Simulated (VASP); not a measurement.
# AlN (Fm-3m) in VASP: a series of runs

The runs below take AlN through single point, with LDA.

Everything below comes from runs of VASP 6.6.1. Logs are shortened: lines on timing, memory, paths and dates and some standing lists are left out, and cuts for length are marked.

## (1) The cell of the first run

It takes space group Fm-3m (No. 225, cubic). Conventional cell: a = 3.911 Å, b = 3.911 Å, c = 3.911 Å, α = 90.00°, β = 90.00°, γ = 90.00°. Within 2.6 Å of Al (site symmetry m-3m) lie 6 N at 1.96 Å. N (site symmetry m-3m) has 6 Al at 1.96 Å within 2.6 Å.

## (2) Single point, LDA (the cell strained)

INCAR reads:

```
PREC     = Accurate       # precision mode
ENCUT    = 520            # plane-wave cutoff, eV
EDIFF    = 1E-6           # SCF threshold, eV
ISMEAR   = 0              # smearing method
SIGMA    = 0.05           # smearing width, eV
LREAL    = False          # projectors in reciprocal space
LASPH    = True           # aspherical terms in the spheres
NELM     = 100            # most SCF steps
ALGO     = Normal         # electronic algorithm
ISIF     = 2              # what is computed and relaxed
LWAVE    = False          # write WAVECAR
LCHARG   = True           # write CHGCAR
LELF     = True           # ELF
LVHAR    = True         
NBANDS   = 16             # bands
```

KPOINTS reads:

```
Automatic mesh
0
Gamma
  8 8 6
```

POSCAR reads:

```
AlN
1.0
    0.0000000000     -1.9553821214     -1.9553821214
    0.0000000000      1.9553821214     -1.9553821214
    3.9107642427      0.0000000000      0.0000000000
Al N
2 2
Direct
    0.5000000000      0.5000000000      0.0000000000
    0.0000000000      0.0000000000      0.5000000000
    0.5000000000      0.5000000000      0.5000000000
    0.0000000000      1.0000000000      0.0000000000
```

Potentials or basis: VASP PAW LDA potentials, release 64 (Al, N).

On the command line:

```
cat potpaw_LDA.64/Al/POTCAR potpaw_LDA.64/N/POTCAR > POTCAR
mpirun -np 1 vasp_std > vasp.out
```

OUTCAR:

```text
PREC = Accurate
   ENCUT = 520
   EDIFF = 1E-6
   ISMEAR = 0
   LREAL = False
   LASPH = True
   NELM = 100
   ISIF = 2

 ion  position               nearest neighbor table
   1  0.500  0.500  0.000-   3 1.96   3 1.96   4 1.96   4 1.96   4 1.96   4 1.96   2 2.77   2 2.77
                             2 2.77   2 2.77   2 2.77   2 2.77   2 2.77   2 2.77
   2  0.000  0.000  0.500-   4 1.96   4 1.96   3 1.96   3 1.96   3 1.96   3 1.96   1 2.77   1 2.77
                             1 2.77   1 2.77   1 2.77   1 2.77   1 2.77   1 2.77
   3  0.500  0.500  0.500-   1 1.96   1 1.96   2 1.96   2 1.96   2 1.96   2 1.96
   4  0.000  0.000  0.000-   2 1.96   2 1.96   1 1.96   1 1.96   1 1.96   1 1.96

  LATTYP: Found a simple tetragonal cell.
 ALAT       =     2.7653279157
 C/A-ratio  =     1.4142135623

  Lattice vectors:

 A1 = (   0.0000000000,  -1.9553821214,  -1.9553821214)
 A2 = (   0.0000000000,   1.9553821214,  -1.9553821214)
 A3 = (   3.9107642427,   0.0000000000,   0.0000000000)

Analysis of symmetry for initial positions (statically):
=====================================================================
 Subroutine PRICEL returns following result:

  LATTYP: Found a face centered cubic cell.
 ALAT       =     3.9107642428

  Lattice vectors:

 A1 = (  -1.9553821214,   0.0000000000,   1.9553821214)
 A2 = (  -1.9553821214,  -1.9553821214,   0.0000000000)
 A3 = (   0.0000000000,  -1.9553821214,   1.9553821214)

   2 primitive cells build up your supercell.

 Routine SETGRP: Setting up the symmetry group for a
 simple tetragonal supercell.

 Subroutine GETGRP returns: Found 16 space group operations
 (whereof 16 operations were pure point group operations)
 out of a pool of 16 trial point group operations.

The static configuration has the point symmetry D_4h.

Analysis of symmetry for dynamics (positions and initial velocities):
=====================================================================
 Subroutine PRICEL returns following result:

  LATTYP: Found a face centered cubic cell.
 ALAT       =     3.9107642428

  Lattice vectors:

 A1 = (  -1.9553821214,   0.0000000000,   1.9553821214)
 A2 = (  -1.9553821214,  -1.9553821214,   0.0000000000)
 A3 = (   0.0000000000,  -1.9553821214,   1.9553821214)

   2 primitive cells build up your supercell.

 Routine SETGRP: Setting up the symmetry group for a
 simple tetragonal supercell.

 Subroutine GETGRP returns: Found 16 space group operations
 (whereof 16 operations were pure point group operations)
 out of a pool of 16 trial point group operations.

The dynamic configuration has the point symmetry D_4h.

 Subroutine INISYM returns: Found 16 space group operations
 (whereof 16 operations are pure point group operations),
 and found     2 'primitive' translations

----------------------------------------------------------------------------------------

                                     Primitive cell

  volume of cell :      14.9529

  direct lattice vectors                    reciprocal lattice vectors
    -1.955382121  0.000000000  1.955382121    -0.255704496  0.255704496  0.255704496
    -1.955382121 -1.955382121  0.000000000    -0.255704496 -0.255704496 -0.255704496
     0.000000000 -1.955382121  1.955382121     0.255704496 -0.255704496  0.255704496

  length of vectors
     2.765327916  2.765327916  2.765327916     0.442893179  0.442893179  0.442893179

  position of ions in fractional coordinates (direct lattice)
     0.500000000  0.500000000  0.500000000
     0.000000000  0.000000000  0.000000000

  ion indices of the primitive-cell ions
   primitive index   ion index
                 1           1
                 2           3

----------------------------------------------------------------------------------------

 KPOINTS: Automatic mesh

Automatic generation of k-mesh.
 Grid dimensions read from file:
 generate k-points for:    8    8    6

 Generating k-lattice:

  Cartesian coordinates                     Fractional coordinates (reciprocal lattice)
     0.000000000 -0.031963062 -0.031963062     0.125000000  0.000000000  0.000000000
     0.000000000  0.031963062 -0.031963062     0.000000000  0.125000000  0.000000000
     0.042617416  0.000000000  0.000000000     0.000000000  0.000000000  0.166666667

  Length of vectors
     0.045202596  0.045202596  0.042617416

  Shift w.r.t. Gamma in fractional coordinates (k-lattice)
     0.000000000  0.000000000  0.000000000

 Subroutine IBZKPT returns following result:
 ===========================================

 Found     60 irreducible k-points:

 Following reciprocal coordinates:
            Coordinates               Weight
  0.000000  0.000000  0.000000      1.000000
  0.125000  0.000000  0.000000      4.000000
  0.250000  0.000000  0.000000      4.000000
  0.375000  0.000000  0.000000      4.000000
  0.500000  0.000000  0.000000      2.000000
  0.125000  0.125000  0.000000      4.000000
[... 16 lines left out ...]
  0.375000  0.125000  0.166667     16.000000
  0.500000  0.125000  0.166667      8.000000
 [... further k-points ...]
   k-points           NKPTS =     60   k-points in BZ     NKDIM =     60   number of bands    NBANDS=     16
   number of dos      NEDOS =    301   number of ions     NIONS =      4
   total plane-waves  NPLWV =  17280
   dimension x,y,z NGX =    24 NGY =   24 NGZ =   30
   dimension x,y,z NGXF=    48 NGYF=   48 NGZF=   60
   ions per type =               2   2
   NGX,Y,Z   is equivalent  to a cutoff of  14.43, 14.43, 12.75 a.u.
   NGXF,Y,Z  is equivalent  to a cutoff of  28.86, 28.86, 25.51 a.u.
 SYSTEM =  unknown system
   PREC   = accura    normal or accurate (medium, high low for compatibility)
   ISTART =      0    job   : 0-new  1-cont  2-samecut
   ICHARG =      2    charge: 1-file 2-atom 10-const
   ISPIN  =      1    spin polarized calculation?
   LNONCOLLINEAR =      F non collinear calculations
   LSORBIT =      F    spin-orbit coupling
   LASPH  =      T    aspherical Exc in radial PAW
   ENCUT  =  520.0 eV  38.22 Ry    6.18 a.u.   5.14  5.14  7.27*2*pi/ulx,y,z
   NELM   =    100;   NELMIN=  2; NELMDL= -5     # of ELM steps
   EDIFF  = 0.1E-05   stopping-criterion for ELM
   LREAL  =      F    real-space projection
   EDIFFG = 0.1E-04   stopping-criterion for IOM
   NSW    =      0    number of steps for IOM
   IBRION =     -1    ionic relax: 0-MD 1-quasi-New 2-CG
   NFREE  =      0    steps in history (QN), initial steepest desc. (CG)
   ISIF   =      2    stress and relaxation
   ISYM   =      2    0-nonsym 1-usesym 2-fastsym
   POTIM  = 0.5000    time-step for ionic-motion
   TEBEG  =    0.0;   TEEND  =   0.0 temperature during run
   PSTRESS=    0.0 pullay stress
   NELECT =      16.0000    total number of electrons
   NUPDOWN=      -1.0000    fix difference up-down
   EMIN   =  10.00;   EMAX   =-10.00  energy-range for DOS
   EFERMI =   0.00;   METHOD = LEGACY
   ISMEAR =     0;   SIGMA  =   0.05  broadening in eV -4-tet -1-fermi 0-gaus
   EFERMI_NEDOS =   21; number of points for ismear=-14 and -15
   IALGO  =     38    algorithm
   IMIX   =      4    mixing-type and parameters
     AMIX     =   0.40;   BMIX     =  1.00
     AMIX_MAG =   1.60;   BMIX_MAG =  1.00
  volume/ion in A,a.u.               =       7.48        50.45
  Fermi-wavevector in a.u.,A,eV,Ry     =   1.329015  2.511474 24.031707  1.766281
  Thomas-Fermi vector in A             =   2.458209
   LORBIT       =      0    0 simple, 1 ext, 2 COOP (PROOUT), +10 PAW based schemes
   GGA     = CA    functional components
   LHFCALC =     F    Hartree Fock is set to
   AEXX    =    0.0000 exact exchange contribution
   IVDW    =     0    specifies the selected vdW correction
   LEPSILON=     F    determine dielectric tensor
   LRPA    =     F    only Hartree local field effects (RPA)
 non-spin polarized calculation
 Gauss-broadening in eV      SIGMA  =   0.05
  energy-cutoff  :      520.00
  volume of cell :       29.91
 maximum number of plane-waves:       830
 NGX is ok and might be reduce to    24
   NGX = 11   NGY = 11   NGZ = 15

 number of electron      16.0000000 magnetization

 Free energy of the ion-electron system (eV)
  ---------------------------------------------------
  ext. energy  EPLUGINS =         0.00000000
  ---------------------------------------------------
  free energy    TOTEN  =       -32.27888633 eV

  energy without entropy =      -32.27888633  energy(sigma->0) =      -32.27888633

 E-fermi :  11.3463     XC(G=0): -13.0494

 val. band max:       11.0684840229   @ k =   0.0000   0.0000   0.0000
 cond. band min:      16.0620712367   @ k =   0.5000   0.5000   0.0000
 fundamental gap:      4.9935872138
 Fermi energy:        11.3463050890

 k-point     1 :       0.0000    0.0000    0.0000
  band No.  band energies     occupation
      1      -7.2869      2.00000
      2      -2.3739      2.00000
      3       2.9562      2.00000
      4       7.9863      2.00000
      5       7.9863      2.00000
      6      11.0685      2.00000
[... 8 lines left out ...]
     15      26.2130      0.00000
     16      28.8999      0.00000

 k-point     2 :       0.1250    0.0000    0.0000
  band No.  band energies     occupation
      1      -7.0502      2.00000
      2      -2.3279      2.00000
      3       3.1887      2.00000
      4       6.8811      2.00000
      5       8.1202      2.00000
      6      10.1197      2.00000
[... 8 lines left out ...]
     15      25.7964      0.00000
     16      27.4495      0.00000

 k-point     3 :       0.2500    0.0000    0.0000
  band No.  band energies     occupation
      1      -6.3588      2.00000
      2      -2.3455      2.00000
      3       3.8773      2.00000
      4       5.1172      2.00000
      5       8.1815      2.00000
      6       8.5039      2.00000
[... 8 lines left out ...]
     15      24.7152      0.00000
     16      25.5269      0.00000

 k-point     4 :       0.3750    0.0000    0.0000
  band No.  band energies     occupation
      1      -5.2811      2.00000
      2      -2.8556      2.00000
      3       4.2735      2.00000
      4       4.9893      2.00000
      5       6.2385      2.00000
      6       8.1024      2.00000
[... 8 lines left out ...]
     15      24.5242      0.00000
     16      25.3217      0.00000

 k-point     5 :       0.5000    0.0000    0.0000
  band No.  band energies     occupation
      1      -3.9865      2.00000
      2      -3.9865      2.00000
      3       4.7818      2.00000
      4       4.7818      2.00000
      5       6.4504      2.00000
      6       6.4504      2.00000
[... 8 lines left out ...]
     15      24.4927      0.00000
     16      24.4927      0.00000

 k-point     6 :       0.1250    0.1250    0.0000
  band No.  band energies     occupation
      1      -6.8164      2.00000
      2      -2.2770      2.00000
      3       3.4197      2.00000
      4       6.7162      2.00000
      5       7.3783      2.00000
      6       9.7321      2.00000
[... 8 lines left out ...]
     15      25.2902      0.00000
     16      25.4871      0.00000
[... 267 lines left out ...]
 k-point    21 :       0.1250    0.1250    0.1667
  band No.  band energies     occupation
      1      -6.6114      2.00000
      2      -2.7973      2.00000
      3       3.8853      2.00000
      4       6.8908      2.00000
      5       7.7201      2.00000
      6       8.8445      2.00000
[... 8 lines left out ...]
     15      24.4877      0.00000
     16      25.8505      0.00000

 k-point    22 :       0.2500    0.1250    0.1667
  band No.  band energies     occupation
      1      -5.9394      2.00000
      2      -2.6271      2.00000
      3       3.8593      2.00000
      4       5.8920      2.00000
      5       7.1840      2.00000
      6       7.9647      2.00000
[... 8 lines left out ...]
     15      25.0045      0.00000
     16      25.8668      0.00000

 k-point    23 :       0.3750    0.1250    0.1667
  band No.  band energies     occupation
      1      -4.9049      2.00000
      2      -2.8208      2.00000
      3       3.3834      2.00000
      4       5.2768      2.00000
      5       6.3268      2.00000
      6       8.5510      2.00000
[... 8 lines left out ...]
     15      24.9496      0.00000
     16      25.0822      0.00000

 k-point    24 :       0.5000    0.1250    0.1667
  band No.  band energies     occupation
      1      -3.7130      2.00000
      2      -3.7130      2.00000
      3       3.8419      2.00000
      4       3.8419      2.00000
      5       7.5162      2.00000
      6       7.5162      2.00000
[... 8 lines left out ...]
     15      24.9990      0.00000
     16      24.9990      0.00000

 [... further k-points ...]

------------------------ aborting loop because EDIFF is reached ----------------------------------------

  FORCE on cell =-STRESS in cart. coord.  units (eV):
  Direction    XX          YY          ZZ          XY          YZ          ZX
  --------------------------------------------------------------------------------------
  -------------------------------------------------------------------------------------
  Total        4.7264961      4.7280419      4.7280419      0.0000000      0.0000000      0.0000000
  in kB      253.2182325    253.3010464    253.3010464      0.0000000      0.0000000      0.0000000
  external PRESSURE =     253.2734418 kB  Pullay stress =       0.0000000 kB

 VOLUME and BASIS-vectors are now :
 -----------------------------------------------------------------------------
  energy-cutoff  :      520.00
  volume of cell :       29.91
      direct lattice vectors                 reciprocal lattice vectors
     0.000000000 -1.955382121 -1.955382121     0.000000000 -0.255704496 -0.255704496
     0.000000000  1.955382121 -1.955382121     0.000000000  0.255704496 -0.255704496
     3.910764243  0.000000000  0.000000000     0.255704496  0.000000000  0.000000000

 POSITION                                       TOTAL-FORCE (eV/Angst)
 -----------------------------------------------------------------------------------
      0.00000      0.00000     -1.95538         0.000000     -0.000000      0.000000
      1.95538      0.00000      0.00000         0.000000     -0.000000     -0.000000
      1.95538      0.00000     -1.95538        -0.000000      0.000000     -0.000000
      0.00000      0.00000      0.00000         0.000000     -0.000000      0.000000
 -----------------------------------------------------------------------------------
    total drift:                               -0.000000      0.000000     -0.000000

  FREE ENERGIE OF THE ION-ELECTRON SYSTEM (eV)
  ---------------------------------------------------
  free  energy   TOTEN  =       -32.2788863288 eV

  energy  without entropy=      -32.2788863288  energy(sigma->0) =      -32.27888633
```

Wall time 12 s (1 thread of Intel Xeon Platinum 8488C (Sapphire Rapids), shared host); peak memory 0.14 GiB.

What came out:

| Item | Value |
| --- | --- |
| Free energy | -32.2789 eV |
| Pressure | 25.3 GPa |
| Band gap on the k mesh | 4.99 eV |

Caveat: the cell differs from its parent crystal (the cell strained); the cell stands under pressure. A k mesh can miss the band edges.

## (3) Single point, LDA (the cell strained)

INCAR reads:

```
SYSTEM = AlN
  PREC = Accurate
  ENCUT = 520
  EDIFF = 1E-6
  ISMEAR = 0
  SIGMA = 0.05
  LREAL = .False.
  LASPH = .True.
  NELM = 60
  ALGO = Normal
  ISIF = 2
  LWAVE = .False.
  LCHARG = .False.
  GGA = CA
  NBANDS = 16
```

KPOINTS reads:

```
Automatic mesh
0
Gamma
  8 8 6
  0 0 0
```

POSCAR reads:

```
AlN
1.0
    0.0000000000     -1.9720279384     -1.9720279384
    0.0000000000      1.9720279384     -1.9720279384
    3.9440558767      0.0000000000      0.0000000000
Al N
2 2
Direct
    0.5000000000      0.5000000000      0.0000000000
    0.0000000000      0.0000000000      0.5000000000
    0.5000000000      0.5000000000      0.5000000000
    0.0000000000      1.0000000000      0.0000000000
```

Potentials or basis: VASP PAW LDA potentials, release 64 (Al, N).

On the command line:

```
cat potpaw_LDA.64/Al/POTCAR potpaw_LDA.64/N/POTCAR > POTCAR
mpirun -np 1 vasp_std > vasp.out
```

Run time: 11 s. Hardware: 1 thread of Intel Xeon Platinum 8488C (Sapphire Rapids), shared host; peak memory 0.14 GiB.

It converged, with:

| Item | Value |
| --- | --- |
| Free energy | -32.3791 eV |
| Pressure | 16.2 GPa |
| Band gap on the k mesh | 5.05 eV |

Levels at points of the mesh, in eV from the valence-band top:
```csv
k point,band 6,band 7,band 8,band 9,band 10,band 11
"(0.00, 0.00, 0.00)",0.00,0.00,0.00,5.05,5.20,6.89
"(0.50, 0.00, 0.00)",-4.50,-1.28,-1.28,8.83,8.83,10.88
"(0.50, 0.50, 0.00)",-3.01,-3.01,-3.01,5.05,5.05,5.20
"(0.00, 0.00, 0.50)",-1.77,-1.77,-1.77,7.34,7.34,8.52
"(0.50, 0.00, 0.50)",-1.23,-1.23,-1.23,6.61,6.61,11.42
"(0.50, 0.50, 0.50)",-6.16,-4.15,-4.15,8.73,8.73,11.02
```

Caveat: the cell differs from its parent crystal (the cell strained); the cell stands under pressure. A k mesh can miss the band edges.

(Continued in part 2 of 2.)
